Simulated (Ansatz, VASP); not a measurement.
One calculation of PbC2, two programs

```xyz
3
Lattice="-2.0237 2.0237 3.3375 2.0237 -2.0237 3.3375 2.0237 2.0237 -3.3375" Properties=species:S:1:pos:R:3 pbc="T T T"
Pb    0.0000    0.0000    0.0000
C     0.0000    0.0000    3.9714
C     0.0000    0.0000    2.7035
```

Alike in both runs: functional PBEsol; k mesh 10 × 10 × 10; occupations gaussian, width 0.02 eV; no spin polarisation.

Ansatz relaxed the structure, and its values are those at the end. VASP's run is a single point on that final structure, the one shown.

```csv
,VASP,Ansatz
version,VASP 6.6.1,Ansatz 0.2.0
potentials or method,"VASP PAW PBE potentials, release 64 (Pb_d, C), cutoff 520 eV","scalar-relativistic, plane waves, PAW"
valence electrons in the cell,22,22
```

```tsv
	VASP	Ansatz	Ansatz less VASP
gap on the k mesh at the Fermi level (eV)	1.68	1.68	+0.001
least direct gap on the mesh (eV)	2.35	2.35	-0.008
pressure (GPa)	0.1	0.0	-0.13
rms of the force components (eV/Å)	0.065	0.000	-0.0648
```

VASP's potentials were made for PBE, not for PBEsol. The functional is the same, so the differences come from potentials, cutoffs and numerics.

Spin-orbit coupling is off throughout.
